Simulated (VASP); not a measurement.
# AlN (P1) in VASP: further runs

AlN is run at these levels: PBEsol; tasks: single point.

All numbers are computed with VASP 6.6.1; they aren't measurements. Logs are shortened: lines on timing, memory, paths and dates and some standing lists are left out, and cuts for length are marked.

### Step 1. The cell of the first run

The typed cell holds 8 atoms: a = 3.114 Å, b = 3.114 Å, c = 11.215 Å, α = 84.69°, β = 87.35°, γ = 60.00°.

### Step 2. Single point, PBEsol

The input, INCAR:

```
ALGO     = Normal         # electronic algorithm
EDIFF    = 1E-7           # SCF threshold, eV
ENCUT    = 520            # plane-wave cutoff, eV
GGA      = PS             # functional
ISIF     = 2              # what is computed and relaxed
ISMEAR   = 0              # smearing method
LASPH    = True           # aspherical terms in the spheres
LCHARG   = False          # write CHGCAR
LREAL    = False          # projectors in reciprocal space
LWAVE    = False          # write WAVECAR
NBANDS   = 26             # bands
NELM     = 100            # most SCF steps
PREC     = Accurate       # precision mode
SIGMA    = 0.05           # smearing width, eV
```

The input, KPOINTS:

```
k-points
0
Gamma
  8 8 3
```

The input, POSCAR:

```
AlN
1.0
   -3.1135599822      0.0000000000      0.0000000000
   -1.5567799911     -2.6964220408      0.0000000000
   -0.5189266637     -0.8988073469     11.1667009506
Al N
4 4
Direct
    0.3333333333      0.0642317289      0.8073048133
    0.3333333333      0.2129880028      0.3610359916
    0.6666666667      0.6206994731      0.1379015808
    0.6666666667      0.4719431992      0.5841704025
    0.3333333333      0.3049223900      0.0852328300
    0.3333333333      0.1561661161      0.5315016517
    0.6666666667      0.5638775864      0.3083672409
    0.6666666667      0.4151213125      0.7546360626
```

Potentials or basis: VASP PAW PBE potentials, release 64 (Al, N).

Run with:

```sh
$ cat potpaw_PBE.64/Al/POTCAR potpaw_PBE.64/N/POTCAR > POTCAR
$ mpirun -np 1 vasp_std > vasp.out
```

OUTCAR:

```text
EDIFF = 1E-7
   ENCUT = 520
   GGA = PS
   ISIF = 2
   ISMEAR = 0
   LASPH = True
   LREAL = False
   NELM = 100
   PREC = Accurate

 ion  position               nearest neighbor table
   1  0.333  0.064  0.807-   8 1.89   8 1.89   8 1.89   4 3.07   4 3.07   4 3.07
   2  0.333  0.213  0.361-   7 1.89   7 1.89   7 1.89   6 1.90   3 3.07   3 3.07   3 3.07   4 3.07
                             4 3.07   4 3.07
   3  0.667  0.621  0.138-   5 1.89   5 1.89   5 1.89   7 1.90   2 3.07   2 3.07   2 3.07
   4  0.667  0.472  0.584-   6 1.89   6 1.89   6 1.89   8 1.90   1 3.07   1 3.07   1 3.07   2 3.07
                             2 3.07   2 3.07
   5  0.333  0.305  0.085-   3 1.89   3 1.89   3 1.89
   6  0.333  0.156  0.532-   4 1.89   4 1.89   4 1.89   2 1.90
   7  0.667  0.564  0.308-   2 1.89   2 1.89   2 1.89   3 1.90
   8  0.667  0.415  0.755-   1 1.89   1 1.89   1 1.89   4 1.90

  LATTYP: Found a base centered monoclinic cell.
 ALAT       =     3.1135599822
 B/A-ratio  =     1.7320508076
 C/A-ratio  =     3.6019306798
 COS(beta)  =    -0.0925429618

  Lattice vectors:

 A1 = (   3.1135599822,   0.0000000000,   0.0000000000)
 A2 = (  -1.5567799911,   2.6964220408,   0.0000000000)
 A3 = (  -0.5189266637,  -0.8988073469,  11.1667009506)

Analysis of symmetry for initial positions (statically):
=====================================================================
 Subroutine PRICEL returns:
 Original cell was already a primitive cell.

 Routine SETGRP: Setting up the symmetry group for a
 base centered monoclinic supercell.

 Subroutine GETGRP returns: Found  1 space group operations
 (whereof  1 operations were pure point group operations)
 out of a pool of  4 trial point group operations.

The static configuration has the point symmetry C_1 .

Analysis of symmetry for dynamics (positions and initial velocities):
=====================================================================
 Subroutine PRICEL returns:
 Original cell was already a primitive cell.

 Routine SETGRP: Setting up the symmetry group for a
 base centered monoclinic supercell.

 Subroutine GETGRP returns: Found  1 space group operations
 (whereof  1 operations were pure point group operations)
 out of a pool of  4 trial point group operations.

The dynamic configuration has the point symmetry C_1 .

 Subroutine INISYM returns: Found  1 space group operations
 (whereof  1 operations are pure point group operations),
 and found     1 'primitive' translations

----------------------------------------------------------------------------------------

                                     Primitive cell

  volume of cell :      93.7497

  direct lattice vectors                    reciprocal lattice vectors
    -3.113559982  0.000000000  0.000000000    -0.321175762  0.185430913 -0.000000000
    -1.556779991 -2.696422041  0.000000000     0.000000000 -0.370861825 -0.029850655
    -0.518926664 -0.898807347 11.166700951     0.000000000  0.000000000  0.089551964

  length of vectors
     3.113559982  3.113559982 11.214827223     0.370861825  0.372061225  0.089551964

  position of ions in fractional coordinates (direct lattice)
     0.333333333  0.064231729  0.807304813
     0.333333333  0.212988003  0.361035992
     0.666666667  0.620699473  0.137901581
     0.666666667  0.471943199  0.584170402
     0.333333333  0.304922390  0.085232830
     0.333333333  0.156166116  0.531501652
     0.666666667  0.563877586  0.308367241
     0.666666667  0.415121312  0.754636063

  ion indices of the primitive-cell ions
   primitive index   ion index
                 1           1
                 2           2
                 3           3
                 4           4
                 5           5
                 6           6
                 7           7
                 8           8

----------------------------------------------------------------------------------------

 KPOINTS: k-points

Automatic generation of k-mesh.
 Grid dimensions read from file:
 generate k-points for:    8    8    3

 Generating k-lattice:

  Cartesian coordinates                     Fractional coordinates (reciprocal lattice)
    -0.040146970  0.023178864 -0.000000000     0.125000000 -0.000000000 -0.000000000
     0.000000000 -0.046357728 -0.003731332     0.000000000  0.125000000  0.000000000
     0.000000000  0.000000000  0.029850655     0.000000000  0.000000000  0.333333333

  Length of vectors
     0.046357728  0.046507653  0.029850655

  Shift w.r.t. Gamma in fractional coordinates (k-lattice)
     0.000000000  0.000000000  0.000000000

 Subroutine IBZKPT returns following result:
 ===========================================

 Found     98 irreducible k-points:

 Following reciprocal coordinates:
            Coordinates               Weight
  0.000000  0.000000  0.000000      1.000000
  0.125000  0.000000 -0.000000      2.000000
  0.250000  0.000000 -0.000000      2.000000
  0.375000  0.000000 -0.000000      2.000000
  0.500000  0.000000 -0.000000      1.000000
  0.000000  0.125000  0.000000      2.000000
[... 16 lines left out ...]
 -0.375000 -0.375000 -0.000000      2.000000
  0.125000  0.375000  0.000000      2.000000
 [... further k-points ...]
   k-points           NKPTS =     98   k-points in BZ     NKDIM =     98   number of bands    NBANDS=     26
   number of dos      NEDOS =    301   number of ions     NIONS =      8
   total plane-waves  NPLWV =  48384
   dimension x,y,z NGX =    24 NGY =   24 NGZ =   84
   dimension x,y,z NGXF=    48 NGYF=   48 NGZF=  168
   ions per type =               4   4
   NGX,Y,Z   is equivalent  to a cutoff of  12.81, 12.81, 12.45 a.u.
   NGXF,Y,Z  is equivalent  to a cutoff of  25.63, 25.63, 24.90 a.u.
 SYSTEM =  unknown system
   PREC   = accura    normal or accurate (medium, high low for compatibility)
   ISTART =      0    job   : 0-new  1-cont  2-samecut
   ICHARG =      2    charge: 1-file 2-atom 10-const
   ISPIN  =      1    spin polarized calculation?
   LNONCOLLINEAR =      F non collinear calculations
   LSORBIT =      F    spin-orbit coupling
   LASPH  =      T    aspherical Exc in radial PAW
   ENCUT  =  520.0 eV  38.22 Ry    6.18 a.u.   5.79  5.79 20.85*2*pi/ulx,y,z
   NELM   =    100;   NELMIN=  2; NELMDL= -5     # of ELM steps
   EDIFF  = 0.1E-06   stopping-criterion for ELM
   LREAL  =      F    real-space projection
   EDIFFG = 0.1E-05   stopping-criterion for IOM
   NSW    =      0    number of steps for IOM
   IBRION =     -1    ionic relax: 0-MD 1-quasi-New 2-CG
   NFREE  =      0    steps in history (QN), initial steepest desc. (CG)
   ISIF   =      2    stress and relaxation
   ISYM   =      2    0-nonsym 1-usesym 2-fastsym
   POTIM  = 0.5000    time-step for ionic-motion
   TEBEG  =    0.0;   TEEND  =   0.0 temperature during run
   PSTRESS=    0.0 pullay stress
   NELECT =      32.0000    total number of electrons
   NUPDOWN=      -1.0000    fix difference up-down
   EMIN   =  10.00;   EMAX   =-10.00  energy-range for DOS
   EFERMI =   0.00;   METHOD = LEGACY
   ISMEAR =     0;   SIGMA  =   0.05  broadening in eV -4-tet -1-fermi 0-gaus
   EFERMI_NEDOS =   21; number of points for ismear=-14 and -15
   IALGO  =     38    algorithm
   IMIX   =      4    mixing-type and parameters
     AMIX     =   0.40;   BMIX     =  1.00
     AMIX_MAG =   1.60;   BMIX_MAG =  1.00
  volume/ion in A,a.u.               =      11.72        79.08
  Fermi-wavevector in a.u.,A,eV,Ry     =   1.144111  2.162056 17.809890  1.308990
  Thomas-Fermi vector in A             =   2.280804
   LORBIT       =      0    0 simple, 1 ext, 2 COOP (PROOUT), +10 PAW based schemes
   GGA     = PS    functional components
   LHFCALC =     F    Hartree Fock is set to
   AEXX    =    0.0000 exact exchange contribution
   IVDW    =     0    specifies the selected vdW correction
   LEPSILON=     F    determine dielectric tensor
   LRPA    =     F    only Hartree local field effects (RPA)
 non-spin polarized calculation
 Gauss-broadening in eV      SIGMA  =   0.05
  energy-cutoff  :      520.00
  volume of cell :       93.75
 maximum number of plane-waves:      2544
   NGX = 11   NGY = 11   NGZ = 41

 number of electron      31.9999998 magnetization

 Free energy of the ion-electron system (eV)
  ---------------------------------------------------
  ext. energy  EPLUGINS =         0.00000000
  ---------------------------------------------------
  free energy    TOTEN  =       -59.98650951 eV

  energy without entropy =      -59.98650949  energy(sigma->0) =      -59.98650950

 E-fermi :   6.6197     XC(G=0): -10.5244

 val. band max:        6.4571843115   @ k =   0.0000   0.0000   0.3333
 cond. band min:       6.7731612111   @ k =   0.0000   0.0000   0.0000
 fundamental gap:      0.3159768996
 Fermi energy:         6.6197239749

 k-point     1 :       0.0000    0.0000    0.0000
  band No.  band energies     occupation
      1     -11.1874      2.00000
      2      -9.9583      2.00000
      3      -8.7943      2.00000
      4      -6.8173      2.00000
      5      -1.5383      2.00000
      6       0.6896      2.00000
[... 18 lines left out ...]
     25      15.6920      0.00000
     26      15.7553      0.00000

 k-point     2 :       0.1250    0.0000   -0.0000
  band No.  band energies     occupation
      1     -11.0053      2.00000
      2      -9.7905      2.00000
      3      -8.6356      2.00000
      4      -6.6660      2.00000
      5      -1.3296      2.00000
      6       0.6814      2.00000
[... 18 lines left out ...]
     25      15.1736      0.00000
[... 608 lines left out ...]
     25      15.0747      0.00000
     26      15.3363      0.00000

 k-point    24 :       0.1250    0.3750    0.0000
  band No.  band energies     occupation
      1     -10.0988      2.00000
      2      -8.9867      2.00000
      3      -7.8841      2.00000
      4      -5.9541      2.00000
      5      -0.8958      2.00000
      6      -0.4832      2.00000
[... 18 lines left out ...]
     25      14.7796      0.00000
     26      15.3743      0.00000

 [... further k-points ...]

------------------------ aborting loop because EDIFF is reached ----------------------------------------

  FORCE on cell =-STRESS in cart. coord.  units (eV):
  Direction    XX          YY          ZZ          XY          YZ          ZX
  --------------------------------------------------------------------------------------
  -------------------------------------------------------------------------------------
  Total       -0.5983425     -1.2850996     -4.9694237     -0.2449609      0.6597698      0.7229825
  in kB      -10.2256393    -21.9622773    -84.9271629     -4.1863671     11.2754272     12.3557292
  external PRESSURE =     -39.0383598 kB  Pullay stress =       0.0000000 kB

 VOLUME and BASIS-vectors are now :
 -----------------------------------------------------------------------------
  energy-cutoff  :      520.00
  volume of cell :       93.75
      direct lattice vectors                 reciprocal lattice vectors
    -3.113559982  0.000000000  0.000000000    -0.321175762  0.185430913 -0.000000000
    -1.556779991 -2.696422041  0.000000000     0.000000000 -0.370861825 -0.029850655
    -0.518926664 -0.898807347 11.166700951     0.000000000  0.000000000  0.089551964

 POSITION                                       TOTAL-FORCE (eV/Angst)
 -----------------------------------------------------------------------------------
     -1.55678     -0.89881      9.01493        -0.094065     -0.217198      0.832262
     -1.55678     -0.89881      4.03158         0.002822      0.005111     -1.243927
     -3.11356     -1.79761      1.53991        -0.026830      0.001200     -2.212828
     -3.11356     -1.79761      6.52326        -0.012864     -0.000605     -1.203225
     -1.55678     -0.89881      0.95177         0.195394      0.187233      0.261607
     -1.55678     -0.89881      5.93512        -0.003123      0.004099      1.149234
     -3.11356     -1.79761      3.44344         0.016822      0.013905      1.292468
     -3.11356     -1.79761      8.42680        -0.078157      0.006255      1.124410
 -----------------------------------------------------------------------------------
    total drift:                                0.000146      0.000283     -0.001155

  FREE ENERGIE OF THE ION-ELECTRON SYSTEM (eV)
  ---------------------------------------------------
  free  energy   TOTEN  =       -59.9865095108 eV

  energy  without entropy=      -59.9865094861  energy(sigma->0) =      -59.98650950
```

Wall time 92 s (1 thread of Intel Xeon 6975P-C (Granite Rapids), shared host); peak memory 0.31 GiB.

What came out:

```
Free energy            : -59.9865 eV
Pressure               : -3.9 GPa
Largest force          : 2.213 eV/Å
Band gap on the k mesh : 0.32 eV
```

Forces on the atoms (eV/Å):
```
Al  -0.094 -0.217  0.832
Al   0.003  0.005 -1.244
Al  -0.027  0.001 -2.213
Al  -0.013 -0.001 -1.203
N    0.195  0.187  0.262
N   -0.003  0.004  1.149
N    0.017  0.014  1.292
N   -0.078  0.006  1.124
```

Stress tensor (GPa, compression positive):
```
-1.02 -0.42  1.24
-0.42 -2.20  1.13
 1.24  1.13 -8.49
```

Caveat: the cell stands under tension; the PAW data sets were made with another functional, which shifts forces and pressure a little; an odd mesh through Γ misses points on the zone boundary, where band edges can lie.

### Step 3. Single point, PBEsol

This run uses another cell than the first one, of 10.77 Å³/atom.

Edit INCAR of step 2 so:

```diff
@@ -1,3 +1,3 @@
 ALGO     = Normal         # electronic algorithm
-EDIFF    = 1E-7           # SCF threshold, eV
+EDIFF    = 1E-6           # SCF threshold, eV
 ENCUT    = 520            # plane-wave cutoff, eV
@@ -11,3 +11,3 @@
 NBANDS   = 26             # bands
-NELM     = 100            # most SCF steps
+NELM     = 80             # most SCF steps
 PREC     = Accurate       # precision mode
```

KPOINTS is that of step 2.

The input, POSCAR:

```
AlN
1.0
   -3.1135599822      0.0000000000      0.0000000000
   -1.5567799911     -2.6964220408      0.0000000000
   -0.5189266637     -0.8988073469     10.2667009506
Al N
4 4
Direct
    0.3333333333      0.0406417320      0.8780748041
    0.3333333333      0.2024382850      0.3926851450
    0.6666666667      0.6166698949      0.1499903154
    0.6666666667      0.4548733418      0.6353799746
    0.3333333333      0.3024318286      0.0927045142
    0.3333333333      0.1406352755      0.5780941734
    0.6666666667      0.5548668854      0.3353993438
    0.6666666667      0.3930703323      0.8207890030
```

Potentials or basis: VASP PAW PBE potentials, release 64 (Al, N).

Run with:

```sh
$ cat potpaw_PBE.64/Al/POTCAR potpaw_PBE.64/N/POTCAR > POTCAR
$ mpirun -np 1 vasp_std > vasp.out
```

Run time: 4.5 min. Hardware: 1 thread of Intel Xeon 8259CL, shared host; peak memory 0.3 GiB.

Results (log left out):

| Quantity | Value |
| --- | --- |
| Free energy | -61.4487 eV |
| Pressure | -3.6 GPa |
| Largest force | 1.398 eV/Å |
| Band gap on the k mesh | 3.08 eV |

Forces on the atoms (eV/Å):
```
Al  -0.262 -0.797  1.118
Al   0.006  0.011 -0.431
Al  -0.120  0.145 -0.308
Al  -0.047 -0.005 -0.444
N    0.690  0.600 -1.009
N   -0.011  0.008  0.388
N    0.046  0.016  0.435
N   -0.303  0.023  0.252
```

Stress tensor (GPa, compression positive):
```
-1.49 -1.68  3.33
-1.68 -4.97  3.34
 3.33  3.34 -4.27
```

Levels at points of the mesh, in eV from the valence-band top:
```tsv
k point	band 14	band 15	band 16	band 17	band 18	band 19
(0.00, 0.00, 0.00)	-0.33	-0.08	0.00	3.08	5.55	5.78
(0.50, 0.00, 0.00)	-1.50	-1.12	-0.71	4.08	4.39	5.07
(0.00, 0.50, 0.00)	-1.53	-0.93	-0.56	3.42	4.82	5.23
(0.50, 0.50, 0.00)	-1.52	-0.83	-0.58	3.58	4.48	5.36
```

Caveat: the cell stands under tension; the PAW data sets were made with another functional, which shifts forces and pressure a little; an odd mesh through Γ misses points on the zone boundary, where band edges can lie.

### Step 4. Single point, PBEsol

This run uses another cell than the first one, of 10.77 Å³/atom.

The input, INCAR:

```
SYSTEM = AlN
PREC = Accurate
ENCUT = 520
EDIFF = 1E-6
ISMEAR = 0
SIGMA = 0.05
LREAL = .FALSE.
LASPH = .TRUE.
NELM = 60
ALGO = Normal
ISIF = 2
LWAVE = .FALSE.
LCHARG = .FALSE.
GGA = PS
NBANDS = 26
```

The input, KPOINTS:

```
regular mesh
0
G
  8 8 3
  0 0 0
```

The input, POSCAR:

```
AlN
1.0
   -3.1135599822      0.0000000000      0.0000000000
   -1.5567799911     -2.6964220408      0.0000000000
   -0.2594633319     -0.4494036735     10.2667009506
Al N
4 4
Direct
    0.3333333333      0.1869875326      0.8780748041
    0.3333333333      0.2678858092      0.3926851450
    0.6666666667      0.6416682808      0.1499903154
    0.6666666667      0.5607700042      0.6353799746
    0.3333333333      0.3178825810      0.0927045142
    0.3333333333      0.2369843044      0.5780941734
    0.6666666667      0.6107667760      0.3353993438
    0.6666666667      0.5298684995      0.8207890030
```

Run with:

```sh
$ cat potpaw_PBE.64/Al/POTCAR potpaw_PBE.64/N/POTCAR > POTCAR
$ mpirun -np 1 vasp_std > vasp.out
```

Run time: 5.7 min. Hardware: 1 thread of Intel Xeon 8259CL, shared host; peak memory 0.3 GiB.

It converged, with:

```yaml
Free_energy: -61.9807 eV
Pressure: -3.6 GPa
Largest_force: 1.780 eV/Å
Band_gap_on_the_k_mesh: 3.34 eV
```

Forces in eV/Å, atoms in the order of the input:
```
Al  -0.323 -0.679  1.613
Al   0.006  0.010 -0.367
Al  -0.015  0.091 -0.570
Al  -0.022 -0.016 -0.374
N    0.461  0.626 -1.403
N   -0.003  0.002  0.347
N    0.023  0.023  0.379
N   -0.128 -0.056  0.375
```

Stress tensor (GPa, compression positive):
```
-0.73 -0.37  2.34
-0.37 -2.39  3.42
 2.34  3.42 -7.59
```

Levels at points of the mesh, in eV from the valence-band top:
| k point | band 13 | band 14 | band 15 | band 16 | band 17 | band 18 | band 19 | band 20 |
| --- | --- | --- | --- | --- | --- | --- | --- | --- |
| (0.00, 0.00, 0.00) | -0.67 | -0.34 | -0.07 | 0.00 | 3.34 | 5.69 | 5.92 | 6.46 |
| (0.50, 0.00, 0.00) | -1.73 | -1.52 | -1.24 | -0.71 | 4.47 | 4.56 | 5.24 | 5.53 |
| (0.00, 0.50, 0.00) | -1.84 | -1.52 | -1.11 | -0.71 | 4.06 | 4.81 | 5.22 | 5.64 |
| (0.50, 0.50, 0.00) | -1.71 | -1.52 | -1.05 | -0.75 | 4.31 | 4.56 | 5.42 | 5.50 |

Caveat: the cell stands under tension; the PAW data sets were made with another functional, which shifts forces and pressure a little; an odd mesh through Γ misses points on the zone boundary, where band edges can lie.

[end of part 1 of 2]
